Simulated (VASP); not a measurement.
# K7F8 (a cell with a defect) in VASP: relaxation of the atoms with PBE

Aim: the relaxation of the atoms of K7F8 (a cell with a defect) with PBE.

Everything below comes from runs of VASP 6.6.1. Logs are shortened: lines on timing, memory, paths and dates and some standing lists are left out, and cuts for length are marked.

## 1. The cell of the first run

The cell holds a defect, 15 atoms: a = 7.664 Å, b = 7.664 Å, c = 7.664 Å, α = 60.00°, β = 60.00°, γ = 60.00°.

## 2. Relaxation of the atoms, PBE

Input file INCAR:

```
SYSTEM = K7F8
PREC = Accurate
ENCUT = 520
EDIFF = 1E-7
ISMEAR = 0
SIGMA = 0.05
LREAL = .False.
LASPH = .True.
NELM = 120
ALGO = Normal
ISIF = 2
LWAVE = .False.
LCHARG = .False.
GGA = PE
IBRION = 2
NSW = 70
EDIFFG = -0.02
NELECT = 120.0
GGA_COMPAT = .False.
NELMIN = 4
KPAR = 4
```

Input file KPOINTS:

```
regular mesh
0
Gamma
  4 4 4
  0 0 0
```

Input file POSCAR:

```
K7F8
1.0
    0.0000000000      5.4191884945     -5.4191884945
    5.4191884945      5.4191884945      0.0000000000
    5.4191884945      0.0000000000     -5.4191884945
K F
7 8
Direct
    0.5000000000     -0.5000000000      0.0000000000
    1.0000000000      0.5000000000      0.0000000000
    1.0000000000      0.0000000000      0.0000000000
    0.5000000000      0.5000000000      0.5000000000
    0.5000000000      0.0000000000      0.5000000000
    1.0000000000      0.5000000000      0.5000000000
    1.0000000000      0.0000000000      0.5000000000
    0.2500000000      0.7500000000      0.2500000000
    0.2500000000      0.2500000000      0.2500000000
    0.7500000000      0.7500000000      0.2500000000
    0.7500000000      0.2500000000      0.2500000000
    0.2500000000      0.7500000000      0.7500000000
    0.2500000000      0.2500000000      0.7500000000
    0.7500000000      0.7500000000      0.7500000000
    0.7500000000      0.2500000000      0.7500000000
```

Potentials or basis: VASP PAW PBE potentials, release 64 (K_sv, F).

Run with:

```sh
$ cat potpaw_PBE.64/K_sv/POTCAR potpaw_PBE.64/F/POTCAR > POTCAR
$ mpirun -np 4 vasp_std > vasp.out
```

OUTCAR:

```text
SYSTEM = K7F8
   PREC = Accurate
   ENCUT = 520
   EDIFF = 1E-7
   ISMEAR = 0
   LREAL = .False.
   LASPH = .True.
   NELM = 120
   ISIF = 2
   GGA = PE
   IBRION = 2
   NSW = 70
   EDIFFG = -0.02
   NELECT = 120.0
   NELMIN = 4

 ion  position               nearest neighbor table
   1  0.500  0.500  0.000-   8 2.71   9 2.71  11 2.71  12 2.71  14 2.71  15 2.71
   2  0.000  0.500  0.000-   9 2.71  10 2.71  11 2.71  12 2.71  13 2.71  14 2.71
   3  0.000  0.000  0.000-   8 2.71  10 2.71  11 2.71  12 2.71  13 2.71  15 2.71
   4  0.500  0.500  0.500-   8 2.71  10 2.71  11 2.71  12 2.71  13 2.71  15 2.71
   5  0.500  0.000  0.500-   9 2.71  10 2.71  11 2.71  12 2.71  13 2.71  14 2.71
   6  0.000  0.500  0.500-   8 2.71   9 2.71  10 2.71  13 2.71  14 2.71  15 2.71
   7  0.000  0.000  0.500-   8 2.71   9 2.71  11 2.71  12 2.71  14 2.71  15 2.71
   8  0.250  0.750  0.250-   1 2.71   3 2.71   4 2.71   6 2.71   7 2.71
   9  0.250  0.250  0.250-   1 2.71   2 2.71   5 2.71   6 2.71   7 2.71
  10  0.750  0.750  0.250-   2 2.71   3 2.71   4 2.71   5 2.71   6 2.71
  11  0.750  0.250  0.250-   1 2.71   2 2.71   3 2.71   4 2.71   5 2.71   7 2.71
  12  0.250  0.750  0.750-   1 2.71   2 2.71   3 2.71   4 2.71   5 2.71   7 2.71
  13  0.250  0.250  0.750-   2 2.71   3 2.71   4 2.71   5 2.71   6 2.71
  14  0.750  0.750  0.750-   1 2.71   2 2.71   5 2.71   6 2.71   7 2.71
  15  0.750  0.250  0.750-   1 2.71   3 2.71   4 2.71   6 2.71   7 2.71

  LATTYP: Found a face centered cubic cell.
 ALAT       =    10.8383769890

  Lattice vectors:

 A1 = (   0.0000000000,   5.4191884945,  -5.4191884945)
 A2 = (   5.4191884945,   5.4191884945,   0.0000000000)
 A3 = (   5.4191884945,   0.0000000000,  -5.4191884945)

Analysis of symmetry for initial positions (statically):
=====================================================================
 Subroutine PRICEL returns:
 Original cell was already a primitive cell.

 Routine SETGRP: Setting up the symmetry group for a
 face centered cubic supercell.

 Subroutine GETGRP returns: Found 48 space group operations
 (whereof  8 operations were pure point group operations)
 out of a pool of 48 trial point group operations.

The static configuration has the point symmetry D_2h.
 The point group associated with its full space group is O_h .

Analysis of symmetry for dynamics (positions and initial velocities):
=====================================================================
 Subroutine PRICEL returns:
 Original cell was already a primitive cell.

 Routine SETGRP: Setting up the symmetry group for a
 face centered cubic supercell.

 Subroutine GETGRP returns: Found 48 space group operations
 (whereof  8 operations were pure point group operations)
 out of a pool of 48 trial point group operations.

The dynamic configuration has the point symmetry D_2h.
 The point group associated with its full space group is O_h .

 Subroutine INISYM returns: Found 48 space group operations
 (whereof  8 operations are pure point group operations),
 and found     1 'primitive' translations

----------------------------------------------------------------------------------------

                                     Primitive cell

  volume of cell :     318.2972

  direct lattice vectors                    reciprocal lattice vectors
     0.000000000  5.419188495 -5.419188495    -0.092264737  0.092264737 -0.092264737
     5.419188495  5.419188495  0.000000000     0.092264737  0.092264737  0.092264737
     5.419188495  0.000000000 -5.419188495     0.092264737 -0.092264737 -0.092264737

  length of vectors
     7.663889866  7.663889866  7.663889866     0.159807212  0.159807212  0.159807212

  position of ions in fractional coordinates (direct lattice)
     0.500000000  0.500000000  0.000000000
     0.000000000  0.500000000  0.000000000
     0.000000000  0.000000000  0.000000000
     0.500000000  0.500000000  0.500000000
     0.500000000  0.000000000  0.500000000
     0.000000000  0.500000000  0.500000000
     0.000000000  0.000000000  0.500000000
     0.250000000  0.750000000  0.250000000
     0.250000000  0.250000000  0.250000000
     0.750000000  0.750000000  0.250000000
     0.750000000  0.250000000  0.250000000
     0.250000000  0.750000000  0.750000000
     0.250000000  0.250000000  0.750000000
     0.750000000  0.750000000  0.750000000
     0.750000000  0.250000000  0.750000000

  ion indices of the primitive-cell ions
   primitive index   ion index
                 1           1
                 2           2
                 3           3
                 4           4
                 5           5
                 6           6
                 7           7
                 8           8
                 9           9
                10          10
                11          11
                12          12
                13          13
                14          14
                15          15

----------------------------------------------------------------------------------------

 KPOINTS: regular mesh

Automatic generation of k-mesh.
 Grid dimensions read from file:
 generate k-points for:    4    4    4

 Generating k-lattice:

  Cartesian coordinates                     Fractional coordinates (reciprocal lattice)
    -0.023066184  0.023066184 -0.023066184     0.250000000  0.000000000  0.000000000
     0.023066184  0.023066184  0.023066184     0.000000000  0.250000000  0.000000000
     0.023066184 -0.023066184 -0.023066184     0.000000000  0.000000000  0.250000000

  Length of vectors
     0.039951803  0.039951803  0.039951803

  Shift w.r.t. Gamma in fractional coordinates (k-lattice)
     0.000000000  0.000000000  0.000000000

 Subroutine IBZKPT returns following result:
 ===========================================

 Found      8 irreducible k-points:

 Following reciprocal coordinates:
            Coordinates               Weight
  0.000000  0.000000  0.000000      1.000000
  0.250000  0.000000  0.000000      8.000000
  0.500000  0.000000  0.000000      4.000000
  0.250000  0.250000  0.000000      6.000000
  0.500000  0.250000  0.000000     24.000000
 -0.250000  0.250000  0.000000     12.000000
  0.500000  0.500000  0.000000      3.000000
 -0.250000  0.500000  0.250000      6.000000
   k-points           NKPTS =      8   k-points in BZ     NKDIM =      8   number of bands    NBANDS=     72
   number of dos      NEDOS =    301   number of ions     NIONS =     15
   total plane-waves  NPLWV = 216000
   dimension x,y,z NGX =    60 NGY =   60 NGZ =   60
   dimension x,y,z NGXF=   120 NGYF=  120 NGZF=  120
   ions per type =               7   8
   NGX,Y,Z   is equivalent  to a cutoff of  13.02, 13.02, 13.02 a.u.
   NGXF,Y,Z  is equivalent  to a cutoff of  26.03, 26.03, 26.03 a.u.
 SYSTEM =  K7F8
   PREC   = accura    normal or accurate (medium, high low for compatibility)
   ISTART =      0    job   : 0-new  1-cont  2-samecut
   ICHARG =      2    charge: 1-file 2-atom 10-const
   ISPIN  =      1    spin polarized calculation?
   LNONCOLLINEAR =      F non collinear calculations
   LSORBIT =      F    spin-orbit coupling
   LASPH  =      T    aspherical Exc in radial PAW
   ENCUT  =  520.0 eV  38.22 Ry    6.18 a.u.  14.25 14.25 14.25*2*pi/ulx,y,z
   NELM   =    120;   NELMIN=  4; NELMDL= -5     # of ELM steps
   EDIFF  = 0.1E-06   stopping-criterion for ELM
   LREAL  =      F    real-space projection
   EDIFFG = -.2E-01   stopping-criterion for IOM
   NSW    =     70    number of steps for IOM
   IBRION =      2    ionic relax: 0-MD 1-quasi-New 2-CG
   NFREE  =      1    steps in history (QN), initial steepest desc. (CG)
   ISIF   =      2    stress and relaxation
   ISYM   =      2    0-nonsym 1-usesym 2-fastsym
   POTIM  = 0.5000    time-step for ionic-motion
   TEBEG  =    0.0;   TEEND  =   0.0 temperature during run
   PSTRESS=    0.0 pullay stress
   NELECT =     120.0000    total number of electrons
   NUPDOWN=      -1.0000    fix difference up-down
   EMIN   =  10.00;   EMAX   =-10.00  energy-range for DOS
   EFERMI =   0.00;   METHOD = LEGACY
   ISMEAR =     0;   SIGMA  =   0.05  broadening in eV -4-tet -1-fermi 0-gaus
   EFERMI_NEDOS =   21; number of points for ismear=-14 and -15
   IALGO  =     38    algorithm
   IMIX   =      4    mixing-type and parameters
     AMIX     =   0.40;   BMIX     =  1.00
     AMIX_MAG =   1.60;   BMIX_MAG =  1.00
  volume/ion in A,a.u.               =      21.22       143.20
  Fermi-wavevector in a.u.,A,eV,Ry     =   1.182654  2.234892 19.030063  1.398670
  Thomas-Fermi vector in A             =   2.318904
   LORBIT       =      0    0 simple, 1 ext, 2 COOP (PROOUT), +10 PAW based schemes
   GGA     = PE    functional components
   LHFCALC =     F    Hartree Fock is set to
   AEXX    =    0.0000 exact exchange contribution
   IVDW    =     0    specifies the selected vdW correction
   LEPSILON=     F    determine dielectric tensor
   LRPA    =     F    only Hartree local field effects (RPA)
 conjugate gradient relaxation of ions
 non-spin polarized calculation
 Gauss-broadening in eV      SIGMA  =   0.05
  energy-cutoff  :      520.00
  volume of cell :      318.30
 maximum number of plane-waves:      8616
 NGX is ok and might be reduce to    60
   NGX = 29   NGY = 29   NGZ = 29

--------------------------------------- Ionic step        1  -------------------------------------------

 number of electron     119.9999932 magnetization

 Free energy of the ion-electron system (eV)
  ---------------------------------------------------
  ext. energy  EPLUGINS =         0.00000000
  ---------------------------------------------------
  free energy    TOTEN  =       -62.67238896 eV

  energy without entropy =      -62.67238896  energy(sigma->0) =      -62.67238896

------------------------ aborting loop because EDIFF is reached ----------------------------------------

  FORCE on cell =-STRESS in cart. coord.  units (eV):
  Direction    XX          YY          ZZ          XY          YZ          ZX
  --------------------------------------------------------------------------------------
  -------------------------------------------------------------------------------------
  Total        1.9254186      1.9254186      1.9254186     -0.0000000      0.0000000      0.0000000
  in kB        9.6917675      9.6917675      9.6917675     -0.0000000      0.0000000      0.0000000
  external PRESSURE =       9.6917675 kB  Pullay stress =       0.0000000 kB
[... 132 lines left out ...]
  energy  without entropy=      -62.8772280537  energy(sigma->0) =      -62.87722805

--------------------------------------- Ionic step        4  -------------------------------------------

 number of electron     120.0000022 magnetization

 Free energy of the ion-electron system (eV)
  ---------------------------------------------------
  ext. energy  EPLUGINS =         0.00000000
  ---------------------------------------------------
  free energy    TOTEN  =       -62.89003848 eV

  energy without entropy =      -62.89003848  energy(sigma->0) =      -62.89003848

 E-fermi :  -2.8449     XC(G=0):  -7.8516

 val. band max:       -3.0882716013   @ k =  -0.2500   0.2500   0.0000
 cond. band min:       2.5668030132   @ k =   0.0000   0.0000   0.0000
 fundamental gap:      5.6550746145
 Fermi energy:        -2.8448878502

 k-point     1 :       0.0000    0.0000    0.0000
  band No.  band energies     occupation
      1     -29.8386      2.00000
      2     -29.7845      2.00000
      3     -29.7845      2.00000
      4     -29.7845      2.00000
      5     -29.7669      2.00000
      6     -29.7669      2.00000
[... 631 lines left out ...]
  FREE ENERGIE OF THE ION-ELECTRON SYSTEM (eV)
  ---------------------------------------------------
  free  energy   TOTEN  =       -62.8900384835 eV

  energy  without entropy=      -62.8900384835  energy(sigma->0) =      -62.89003848

 reached required accuracy - stopping structural energy minimisation
```

It took 7.4 min on 4 MPI ranks of Intel Xeon Platinum 8259CL at 2.50GHz (Skylake/Cascade Lake), shared host; peak memory 0.62 GiB.

Results:

| Item | Value |
| --- | --- |
| Free energy | -62.8900 eV |
| Energy gained by relaxing | 14.5 meV/atom |
| Ionic steps | 4 |
| Largest force after relaxing | 0.016 eV/Å |

Forces in eV/Å, atoms in the order of the input:
```
K    0.000  0.000  0.000
K    0.000  0.000  0.000
K    0.000  0.000  0.000
K    0.000  0.000  0.000
K    0.000  0.000  0.000
K    0.000  0.000  0.000
K    0.000  0.000  0.000
F    0.000  0.016  0.000
F   -0.016  0.000  0.000
F    0.000  0.000  0.016
F    0.000  0.000  0.000
F    0.000  0.000  0.000
F    0.000  0.000 -0.016
F    0.016  0.000  0.000
F    0.000 -0.016  0.000
```

Step by step:
```tsv
step	energy change (eV)	largest force (eV/Å)	pressure (GPa)
1	0.0000	0.5254	0.97
2	-0.0731	0.4353	1.06
3	-0.2048	0.1364	1.36
4	-0.2176	0.0159	1.53
```

Final structure:
```cif
data_structure
_symmetry_space_group_name_H-M 'P 1'
_symmetry_Int_Tables_number 1
_cell_length_a 7.6639
_cell_length_b 7.6639
_cell_length_c 7.6639
_cell_angle_alpha 60.000
_cell_angle_beta 60.000
_cell_angle_gamma 60.000
_cell_volume 318.30
loop_
_atom_site_label
_atom_site_type_symbol
_atom_site_fract_x
_atom_site_fract_y
_atom_site_fract_z
_atom_site_occupancy
K1 K 0.50000 0.50000 0.00000 1
K2 K 0.00000 0.50000 0.00000 1
K3 K 0.00000 0.00000 0.00000 1
K4 K 0.50000 0.50000 0.50000 1
K5 K 0.50000 0.00000 0.50000 1
K6 K 0.00000 0.50000 0.50000 1
K7 K 0.00000 0.00000 0.50000 1
F1 F 0.23745 0.73745 0.26255 1
F2 F 0.23745 0.26255 0.26255 1
F3 F 0.76255 0.73745 0.26255 1
F4 F 0.75000 0.25000 0.25000 1
F5 F 0.25000 0.75000 0.75000 1
F6 F 0.23745 0.26255 0.73745 1
F7 F 0.76255 0.73745 0.73745 1
F8 F 0.76255 0.26255 0.73745 1
```

Caveat: the cell carries a net charge on a neutralising background, which shifts energy and pressure; the cell is charged against a uniform background, so pressure and absolute levels hang on convention.
